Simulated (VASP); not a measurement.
# ZnAu (Pm-3m) in VASP: vibrations by perturbation theory with PBEsol

Aim: the vibrations by perturbation theory of ZnAu with PBEsol.

Program: VASP 6.6.1. These are calculated values, not measurements. Logs are shortened: lines on timing, memory, paths and dates and some standing lists are left out, and cuts for length are marked.

## 1. The cell of the first run

Symmetry: Pm-3m, No. 221, cubic system. The conventional cell has a = 3.127 Å, b = 3.127 Å, c = 3.127 Å, α = 90.00°, β = 90.00°, γ = 90.00°. Within 3.6 Å of Zn (site symmetry m-3m) lie 8 Au at 2.71 Å and 6 Zn at 3.13 Å. Au (site symmetry m-3m) has 8 Zn at 2.71 Å and 6 Au at 3.13 Å within 3.6 Å.

## 2. Vibrations by perturbation theory, PBEsol

Input file INCAR:

```
ALGO = Normal ; EDIFF = 1E-8
ENCUT = 520 ; GGA = PS
IBRION = 8 ; ISIF = 2
ISMEAR = 0 ; LASPH = True
LCHARG = False ; LREAL = False
LWAVE = False ; NELM = 60
NSW = 1 ; PREC = Accurate
SIGMA = 0.15
```

Input file KPOINTS:

```
k-points
0
Gamma
  12 12 12
```

Input file POSCAR:

```
ZnAu
1.0
    3.1274535763      0.0000000000      0.0000000000
    0.0000000000      3.1274535763      0.0000000000
    0.0000000000      0.0000000000      3.1274535763
Zn Au
1 1
Direct
    0.5000000000      0.5000000000      0.5000000000
    0.0000000000      0.0000000000      0.0000000000
```

Potentials or basis: VASP PAW PBE potentials, release 64 (Zn, Au).

Started as:

```sh
$ cat potpaw_PBE.64/Zn/POTCAR potpaw_PBE.64/Au/POTCAR > POTCAR
$ mpirun -np 1 vasp_std > vasp.out
```

OUTCAR:

```text
EDIFF = 1E-8
   ENCUT = 520
   GGA = PS
   IBRION = 8
   ISIF = 2
   ISMEAR = 0
   LASPH = True
   LREAL = False
   NELM = 60
   NSW = 1
   PREC = Accurate

 ion  position               nearest neighbor table
   1  0.500  0.500  0.500-   2 2.71   2 2.71   2 2.71   2 2.71   2 2.71   2 2.71   2 2.71   2 2.71

   2  0.000  0.000  0.000-   1 2.71   1 2.71   1 2.71   1 2.71   1 2.71   1 2.71   1 2.71   1 2.71

  LATTYP: Found a simple cubic cell.
 ALAT       =     3.1274535763

  Lattice vectors:

 A1 = (   3.1274535763,   0.0000000000,   0.0000000000)
 A2 = (   0.0000000000,   3.1274535763,   0.0000000000)
 A3 = (   0.0000000000,   0.0000000000,   3.1274535763)

Analysis of symmetry for initial positions (statically):
=====================================================================
 Subroutine PRICEL returns:
 Original cell was already a primitive cell.

 Routine SETGRP: Setting up the symmetry group for a
 simple cubic supercell.

 Subroutine GETGRP returns: Found 48 space group operations
 (whereof 48 operations were pure point group operations)
 out of a pool of 48 trial point group operations.

The static configuration has the point symmetry O_h .

Analysis of symmetry for dynamics (positions and initial velocities):
=====================================================================
 Subroutine PRICEL returns:
 Original cell was already a primitive cell.

 Routine SETGRP: Setting up the symmetry group for a
 simple cubic supercell.

 Subroutine GETGRP returns: Found 48 space group operations
 (whereof 48 operations were pure point group operations)
 out of a pool of 48 trial point group operations.

The dynamic configuration has the point symmetry O_h .

 Subroutine INISYM returns: Found 48 space group operations
 (whereof 48 operations are pure point group operations),
 and found     1 'primitive' translations

----------------------------------------------------------------------------------------

                                     Primitive cell

  volume of cell :      30.5895

  direct lattice vectors                    reciprocal lattice vectors
     3.127453576  0.000000000  0.000000000     0.319748951  0.000000000  0.000000000
     0.000000000  3.127453576  0.000000000     0.000000000  0.319748951  0.000000000
     0.000000000  0.000000000  3.127453576     0.000000000  0.000000000  0.319748951

  length of vectors
     3.127453576  3.127453576  3.127453576     0.319748951  0.319748951  0.319748951

  position of ions in fractional coordinates (direct lattice)
     0.500000000  0.500000000  0.500000000
     0.000000000  0.000000000  0.000000000

  ion indices of the primitive-cell ions
   primitive index   ion index
                 1           1
                 2           2

----------------------------------------------------------------------------------------

 KPOINTS: k-points

Automatic generation of k-mesh.
 Grid dimensions read from file:
 generate k-points for:   12   12   12

 Generating k-lattice:

  Cartesian coordinates                     Fractional coordinates (reciprocal lattice)
     0.026645746  0.000000000  0.000000000     0.083333333  0.000000000  0.000000000
     0.000000000  0.026645746  0.000000000     0.000000000  0.083333333  0.000000000
     0.000000000  0.000000000  0.026645746     0.000000000  0.000000000  0.083333333

  Length of vectors
     0.026645746  0.026645746  0.026645746

  Shift w.r.t. Gamma in fractional coordinates (k-lattice)
     0.000000000  0.000000000  0.000000000

 Subroutine IBZKPT returns following result:
 ===========================================

[... 87 lines left out ...]

 number of electron      22.9999973 magnetization

 Free energy of the ion-electron system (eV)
  ---------------------------------------------------
  ext. energy  EPLUGINS =         0.00000000
  ---------------------------------------------------
  free energy    TOTEN  =        -5.95767807 eV

  energy without entropy =       -5.95320323  energy(sigma->0) =       -5.95544065

 E-fermi :   7.1798     XC(G=0): -12.6419

 val. band max:        7.0450086769   @ k =   0.4167   0.4167   0.1667
 cond. band min:       7.2109781517   @ k =   0.5000   0.4167   0.2500
 fundamental gap:      0.1659694747
 Fermi energy:         7.1797689465

 k-point     1 :       0.0000    0.0000    0.0000
  band No.  band energies     occupation
      1      -3.6955      2.00000
      2      -1.0510      2.00000
      3      -1.0510      2.00000
      4      -0.3034      2.00000
      5      -0.3034      2.00000
      6      -0.3034      2.00000
      7       1.6626      2.00000
      8       1.6626      2.00000
      9       3.3891      2.00000
     10       3.3891      2.00000
     11       3.3891      2.00000
     12      12.1257      0.00000
     13      12.1257      0.00000
     14      12.1257      0.00000
[... 401 lines left out ...]
      2      -0.9873      2.00000
      3      -0.5896      2.00000
      4      -0.4973      2.00000
      5      -0.1172      2.00000
      6       0.6367      2.00000
      7       1.6122      2.00000
      8       2.5853      2.00000
      9       2.8137      2.00000
     10       3.0869      2.00000
     11       3.4105      2.00000
     12       6.0504      2.00000
     13       9.6029      0.00000
     14      12.2448      0.00000
     15      17.6254      0.00000

 [... further k-points ...]

------------------------ aborting loop because EDIFF is reached ----------------------------------------

  FORCE on cell =-STRESS in cart. coord.  units (eV):
  Direction    XX          YY          ZZ          XY          YZ          ZX
  --------------------------------------------------------------------------------------
  -------------------------------------------------------------------------------------
  Total        0.0652841      0.0652841      0.0652841      0.0000000     -0.0000000      0.0000000
  in kB        3.4193643      3.4193643      3.4193643      0.0000000     -0.0000000      0.0000000
  external PRESSURE =       3.4193643 kB  Pullay stress =       0.0000000 kB

 VOLUME and BASIS-vectors are now :
 -----------------------------------------------------------------------------
  energy-cutoff  :      520.00
  volume of cell :       30.59
      direct lattice vectors                 reciprocal lattice vectors
     3.127453576  0.000000000  0.000000000     0.319748951  0.000000000  0.000000000
     0.000000000  3.127453576  0.000000000     0.000000000  0.319748951  0.000000000
     0.000000000  0.000000000  3.127453576     0.000000000  0.000000000  0.319748951

 POSITION                                       TOTAL-FORCE (eV/Angst)
 -----------------------------------------------------------------------------------
      1.56373      1.56373      1.56373         0.000000      0.000000      0.000000
      0.00000      0.00000      0.00000         0.000000      0.000000      0.000000
 -----------------------------------------------------------------------------------
    total drift:                                0.000000      0.000000     -0.000000

  FREE ENERGIE OF THE ION-ELECTRON SYSTEM (eV)
  ---------------------------------------------------
  free  energy   TOTEN  =        -5.9576780650 eV

  energy  without entropy=       -5.9532032302  energy(sigma->0) =       -5.95544065

[... ionic steps 2 to 3 ...]

--------------------------------------- Ionic step        4  -------------------------------------------

------------------------ aborting loop because EDIFF is reached ----------------------------------------

[... ionic steps 5 to 6 ...]

--------------------------------------- Ionic step        7  -------------------------------------------

 Free energy of the ion-electron system (eV)
  ---------------------------------------------------
  ---------------------------------------------------
  free energy    TOTEN  =        -0.28204204 eV

  energy without entropy =       -0.28204204

------------------------ aborting loop because EDIFF is reached ----------------------------------------

 INTERNAL STRAIN TENSOR  FOR ION    2  DIRECTION 1   (eV/Angst):
 -----------------------------------------------------------------------------
    -0.02194  0.00000  0.00000
     0.00000  0.00578  0.00000
    -0.00000  0.00000  0.00578

 INTERNAL STRAIN TENSOR FOR ION    2 for displacements in x,y,z  (eV/Angst):
          X           Y           Z          XY          YZ          ZX
  --------------------------------------------------------------------------------
  x     0.00000     0.00000     0.00000     0.00000     0.00000     0.00000
  y     0.00000     0.00000     0.00000     0.00000     0.00000     0.00000
  z     0.00000     0.00000     0.00000     0.00000     0.00000     0.00000

 SECOND DERIVATIVES (NOT SYMMETRIZED)
 ------------------------------------
               1X          1Y          1Z          2X          2Y          2Z
  1X    -3.762697   -0.000000    0.000000    3.762697    0.000000   -0.000000
  1Y    -0.000000   -3.762697    0.000000    0.000000    3.762697   -0.000000
  1Z     0.000000   -0.000000   -3.762697    0.000000    0.000000    3.762697
  2X     3.832129    0.000000    0.000000   -3.832129   -0.000000   -0.000000
  2Y     0.000000    3.832129    0.000000   -0.000000   -3.832129   -0.000000
  2Z    -0.000000   -0.000000    3.832129    0.000000    0.000000   -3.832129

 Eigenvectors and eigenvalues of the dynamical matrix
 ----------------------------------------------------

   1 f  =    4.338048 THz    27.256762 2PiTHz  144.701717 cm-1    17.940718 meV
             X         Y         Z           dx          dy          dz
      1.563727  1.563727  1.563727     0.000000    0.864473    0.000000
      0.000000  0.000000  0.000000     0.000000   -0.502679    0.000000
[... 21 lines left out ...]
   6 f/i=    0.017234 THz     0.108284 2PiTHz    0.574861 cm-1     0.071274 meV
             X         Y         Z           dx          dy          dz
      1.563727  1.563727  1.563727     0.000000    0.000000   -0.502679
      0.000000  0.000000  0.000000     0.000000    0.000000   -0.864473

--------------------------------------------------------------------------------------------------------

 ELASTIC MODULI CONTR FROM IONIC RELAXATION (kBar)
 Direction    XX          YY          ZZ          XY          YZ          ZX
 --------------------------------------------------------------------------------
 XX           0.0000      0.0000      0.0000      0.0000      0.0000      0.0000
 YY           0.0000      0.0000      0.0000      0.0000      0.0000      0.0000
 ZZ           0.0000      0.0000      0.0000      0.0000      0.0000      0.0000
 XY           0.0000      0.0000      0.0000      0.0000      0.0000      0.0000
 YZ           0.0000      0.0000      0.0000      0.0000      0.0000      0.0000
 ZX           0.0000      0.0000      0.0000      0.0000      0.0000      0.0000
 --------------------------------------------------------------------------------
```

It took 2.9 min on 1 thread of Intel Xeon Platinum 8259CL at 2.50GHz (Skylake/Cascade Lake), shared host; peak memory 0.34 GiB.

What came out:

| Quantity | Value |
| --- | --- |
| Highest phonon frequency at Γ | 145 cm⁻¹ |

Phonon frequencies in cm⁻¹ (negative: imaginary):
| q point | frequencies |
| --- | --- |
| (0.000, 0.000, 0.000) | -1 -1 -1 145 145 145 |

Caveat: the PAW data sets were made with another functional, which shifts forces and pressure a little; spin-orbit coupling is left out, which moves the levels of the heavy elements.
